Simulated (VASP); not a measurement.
# Zn (Fm-3m) in VASP: a series of runs

Zn is run at these levels: LDA; tasks: single point.

All numbers are computed with VASP 6.6.1; they aren't measurements. Logs are shortened: lines on timing, memory, paths and dates and some standing lists are left out, and cuts for length are marked.

## 1. The cell of the first run

The structure is cubic, space group Fm-3m (No. 225). The conventional cell has a = 3.786 Å, b = 3.786 Å, c = 3.786 Å, α = 90.00°, β = 90.00°, γ = 90.00°. Zn (site symmetry m-3m) has 12 Zn at 2.68 Å within 3.5 Å.

## 2. Single point, LDA

Contents of INCAR:

```
SYSTEM = Zn
PREC = Accurate
ENCUT = 520
EDIFF = 1E-6
ISMEAR = -1
SIGMA = 0.1
LREAL = .False.
LASPH = .True.
NELM = 80
ALGO = Normal
ISIF = 2
LWAVE = .False.
LCHARG = .False.
GGA = CA
NBANDS = 12
```

Contents of KPOINTS:

```
Automatic mesh
0
Gamma
  14 14 14
  0 0 0
```

Contents of POSCAR:

```
Zn
1.0
    0.0000000000      1.8927507171      1.8927507171
    1.8927507171      0.0000000000      1.8927507171
    1.8927507171      1.8927507171      0.0000000000
Zn
1
Direct
    0.0000000000      0.0000000000      0.0000000000
```

Potentials or basis: VASP PAW LDA potentials, release 64 (Zn).

Launch:

```bash
cat potpaw_LDA.64/Zn/POTCAR > POTCAR
mpirun -np 1 vasp_std > vasp.out
```

OUTCAR:

```text
SYSTEM = Zn
   PREC = Accurate
   ENCUT = 520
   EDIFF = 1E-6
   ISMEAR = -1
   LREAL = .False.
   LASPH = .True.
   NELM = 80
   ISIF = 2
   GGA = CA

 ion  position               nearest neighbor table
   1  0.000  0.000  0.000-

  LATTYP: Found a face centered cubic cell.
 ALAT       =     3.7855014342

  Lattice vectors:

 A1 = (   0.0000000000,   1.8927507171,   1.8927507171)
 A2 = (   1.8927507171,   0.0000000000,   1.8927507171)
 A3 = (   1.8927507171,   1.8927507171,   0.0000000000)

Analysis of symmetry for initial positions (statically):
=====================================================================
 Subroutine PRICEL returns:
 Original cell was already a primitive cell.

 Routine SETGRP: Setting up the symmetry group for a
 face centered cubic supercell.

 Subroutine GETGRP returns: Found 48 space group operations
 (whereof 48 operations were pure point group operations)
 out of a pool of 48 trial point group operations.

The static configuration has the point symmetry O_h .

Analysis of symmetry for dynamics (positions and initial velocities):
=====================================================================
 Subroutine PRICEL returns:
 Original cell was already a primitive cell.

 Routine SETGRP: Setting up the symmetry group for a
 face centered cubic supercell.

 Subroutine GETGRP returns: Found 48 space group operations
 (whereof 48 operations were pure point group operations)
 out of a pool of 48 trial point group operations.

The dynamic configuration has the point symmetry O_h .

 Subroutine INISYM returns: Found 48 space group operations
 (whereof 48 operations are pure point group operations),
 and found     1 'primitive' translations

----------------------------------------------------------------------------------------

                                     Primitive cell

  volume of cell :      13.5616

  direct lattice vectors                    reciprocal lattice vectors
     0.000000000  1.892750717  1.892750717    -0.264165796  0.264165796  0.264165796
     1.892750717  0.000000000  1.892750717     0.264165796 -0.264165796  0.264165796
     1.892750717  1.892750717  0.000000000     0.264165796  0.264165796 -0.264165796

  length of vectors
     2.676753734  2.676753734  2.676753734     0.457548580  0.457548580  0.457548580

  position of ions in fractional coordinates (direct lattice)
     0.000000000  0.000000000  0.000000000

  ion indices of the primitive-cell ions
   primitive index   ion index
                 1           1

----------------------------------------------------------------------------------------

 KPOINTS: Automatic mesh

Automatic generation of k-mesh.
 Grid dimensions read from file:
 generate k-points for:   14   14   14

 Generating k-lattice:

  Cartesian coordinates                     Fractional coordinates (reciprocal lattice)
    -0.018868985  0.018868985  0.018868985     0.071428571  0.000000000  0.000000000
     0.018868985 -0.018868985  0.018868985     0.000000000  0.071428571  0.000000000
     0.018868985  0.018868985 -0.018868985     0.000000000  0.000000000  0.071428571

  Length of vectors
     0.032682041  0.032682041  0.032682041

  Shift w.r.t. Gamma in fractional coordinates (k-lattice)
     0.000000000  0.000000000  0.000000000

 Subroutine IBZKPT returns following result:
 ===========================================

 Found    104 irreducible k-points:

 Following reciprocal coordinates:
            Coordinates               Weight
  0.000000  0.000000  0.000000      1.000000
  0.071429  0.000000  0.000000      8.000000
  0.142857  0.000000  0.000000      8.000000
  0.214286  0.000000  0.000000      8.000000
  0.285714  0.000000  0.000000      8.000000
  0.357143  0.000000  0.000000      8.000000
[... 16 lines left out ...]
  0.214286  0.142857  0.000000     24.000000
  0.285714  0.142857  0.000000     24.000000
 [... further k-points ...]
   k-points           NKPTS =    104   k-points in BZ     NKDIM =    104   number of bands    NBANDS=     12
   number of dos      NEDOS =    301   number of ions     NIONS =      1
   total plane-waves  NPLWV =   8000
   dimension x,y,z NGX =    20 NGY =   20 NGZ =   20
   dimension x,y,z NGXF=    40 NGYF=   40 NGZF=   40
   ions per type =               1
   NGX,Y,Z   is equivalent  to a cutoff of  12.42, 12.42, 12.42 a.u.
   NGXF,Y,Z  is equivalent  to a cutoff of  24.84, 24.84, 24.84 a.u.
 SYSTEM =  Zn
   PREC   = accura    normal or accurate (medium, high low for compatibility)
   ISTART =      0    job   : 0-new  1-cont  2-samecut
   ICHARG =      2    charge: 1-file 2-atom 10-const
   ISPIN  =      1    spin polarized calculation?
   LNONCOLLINEAR =      F non collinear calculations
   LSORBIT =      F    spin-orbit coupling
   LASPH  =      T    aspherical Exc in radial PAW
   ENCUT  =  520.0 eV  38.22 Ry    6.18 a.u.   4.98  4.98  4.98*2*pi/ulx,y,z
   NELM   =     80;   NELMIN=  2; NELMDL= -5     # of ELM steps
   EDIFF  = 0.1E-05   stopping-criterion for ELM
   LREAL  =      F    real-space projection
   EDIFFG = 0.1E-04   stopping-criterion for IOM
   NSW    =      0    number of steps for IOM
   IBRION =     -1    ionic relax: 0-MD 1-quasi-New 2-CG
   NFREE  =      0    steps in history (QN), initial steepest desc. (CG)
   ISIF   =      2    stress and relaxation
   ISYM   =      2    0-nonsym 1-usesym 2-fastsym
   POTIM  = 0.5000    time-step for ionic-motion
   TEBEG  =    0.0;   TEEND  =   0.0 temperature during run
   PSTRESS=    0.0 pullay stress
   NELECT =      12.0000    total number of electrons
   NUPDOWN=      -1.0000    fix difference up-down
   EMIN   =  10.00;   EMAX   =-10.00  energy-range for DOS
   EFERMI =   0.00;   METHOD = LEGACY
   ISMEAR =    -1;   SIGMA  =   0.10  broadening in eV -4-tet -1-fermi 0-gaus
   EFERMI_NEDOS =   21; number of points for ismear=-14 and -15
   IALGO  =     38    algorithm
   IMIX   =      4    mixing-type and parameters
     AMIX     =   0.40;   BMIX     =  1.00
     AMIX_MAG =   1.60;   BMIX_MAG =  1.00
  volume/ion in A,a.u.               =      13.56        91.52
  Fermi-wavevector in a.u.,A,eV,Ry     =   1.571684  2.970052 33.608973  2.470190
  Thomas-Fermi vector in A             =   2.673231
   LORBIT       =      0    0 simple, 1 ext, 2 COOP (PROOUT), +10 PAW based schemes
   GGA     = CA    functional components
   LHFCALC =     F    Hartree Fock is set to
   AEXX    =    0.0000 exact exchange contribution
   IVDW    =     0    specifies the selected vdW correction
   LEPSILON=     F    determine dielectric tensor
   LRPA    =     F    only Hartree local field effects (RPA)
 non-spin polarized calculation
  energy-cutoff  :      520.00
  volume of cell :       13.56
 maximum number of plane-waves:       378
   NGX =  9   NGY =  9   NGZ =  9

 number of electron      12.0000013 magnetization

 Free energy of the ion-electron system (eV)
  ---------------------------------------------------
  ext. energy  EPLUGINS =         0.00000000
  ---------------------------------------------------
  free energy    TOTEN  =        -1.85712103 eV

  energy without entropy =       -1.84903372  energy(sigma->0) =       -1.85307738

 E-fermi :   3.6893     XC(G=0): -12.5198

 val. band max:        3.5758484621   @ k =  -0.3571   0.2857   0.1429
 cond. band min:       3.7409696318   @ k =  -0.3571   0.5000   0.1429
 fundamental gap:      0.1651211696
 Fermi energy:         3.6892855589

 k-point     1 :       0.0000    0.0000    0.0000
  band No.  band energies     occupation
      1      -7.5845      2.00000
      2      -4.3092      2.00000
      3      -4.3092      2.00000
      4      -4.3092      2.00000
      5      -3.8366      2.00000
      6      -3.8366      2.00000
      7      23.4347      0.00000
      8      23.4347      0.00000
      9      23.4347      0.00000
     10      23.5931      0.00000
     11      26.2334      0.00000
     12      26.2334      0.00000

 k-point     2 :       0.0714    0.0000    0.0000
  band No.  band energies     occupation
      1      -7.4181      2.00000
      2      -4.3254      2.00000
      3      -4.2879      2.00000
      4      -4.2879      2.00000
      5      -3.8428      2.00000
      6      -3.8428      2.00000
      7      20.6415      0.00000
      8      22.9009      0.00000
      9      22.9009      0.00000
     10      23.5074      0.00000
     11      27.0511      0.00000
     12      27.0511      0.00000

 k-point     3 :       0.1429    0.0000    0.0000
  band No.  band energies     occupation
      1      -6.9326      2.00000
      2      -4.3560      2.00000
      3      -4.2391      2.00000
      4      -4.2391      2.00000
      5      -3.8484      2.00000
      6      -3.8484      2.00000
      7      16.8979      0.00000
      8      22.0262      0.00000
      9      22.0262      0.00000
     10      23.3670      0.00000
     11      28.7682      0.00000
     12      28.7682      0.00000
[... 286 lines left out ...]
 k-point    23 :       0.2143    0.1429    0.0000
  band No.  band energies     occupation
      1      -6.1683      2.00000
      2      -4.5166      2.00000
      3      -4.1276      2.00000
      4      -4.0988      2.00000
      5      -3.9107      2.00000
      6      -3.7367      2.00000
      7      16.1011      0.00000
      8      18.1120      0.00000
      9      20.2844      0.00000
     10      22.1493      0.00000
     11      22.4525      0.00000
     12      31.1410      0.00000

 k-point    24 :       0.2857    0.1429    0.0000
  band No.  band energies     occupation
      1      -5.4827      2.00000
      2      -4.5233      2.00000
      3      -4.1916      2.00000
      4      -4.0740      2.00000
      5      -3.6635      2.00000
      6      -3.6028      2.00000
      7      12.6492      0.00000
      8      17.4129      0.00000
      9      19.8367      0.00000
     10      20.2076      0.00000
     11      24.5595      0.00000
     12      30.6469      0.00000

 [... further k-points ...]

------------------------ aborting loop because EDIFF is reached ----------------------------------------

  FORCE on cell =-STRESS in cart. coord.  units (eV):
  Direction    XX          YY          ZZ          XY          YZ          ZX
  --------------------------------------------------------------------------------------
  -------------------------------------------------------------------------------------
  Total        0.0671427      0.0671427      0.0671427      0.0000000      0.0000000     -0.0000000
  in kB        7.9323023      7.9323023      7.9323023      0.0000000      0.0000000     -0.0000000
  external PRESSURE =       7.9323023 kB  Pullay stress =       0.0000000 kB

 VOLUME and BASIS-vectors are now :
 -----------------------------------------------------------------------------
  energy-cutoff  :      520.00
  volume of cell :       13.56
      direct lattice vectors                 reciprocal lattice vectors
     0.000000000  1.892750717  1.892750717    -0.264165796  0.264165796  0.264165796
     1.892750717  0.000000000  1.892750717     0.264165796 -0.264165796  0.264165796
     1.892750717  1.892750717  0.000000000     0.264165796  0.264165796 -0.264165796

 POSITION                                       TOTAL-FORCE (eV/Angst)
 -----------------------------------------------------------------------------------
      0.00000      0.00000      0.00000         0.000000     -0.000000      0.000000
 -----------------------------------------------------------------------------------
    total drift:                                0.000000      0.000000      0.000000

  FREE ENERGIE OF THE ION-ELECTRON SYSTEM (eV)
  ---------------------------------------------------
  free  energy   TOTEN  =        -1.8571210341 eV

  energy  without entropy=       -1.8490337166  energy(sigma->0) =       -1.85307738
```

Wall time 15 s (1 thread of Intel Xeon 8259CL, shared host); peak memory 0.13 GiB.

What came out:

| Item | Value |
| --- | --- |
| Free energy | -1.8571 eV |
| Pressure | 0.8 GPa |
| Band gap on the k mesh | zero (band 6 reaches 5.21 eV, above the bottom of band 7 at 2.47 eV) |

(Part 1 of 2 ends here.)
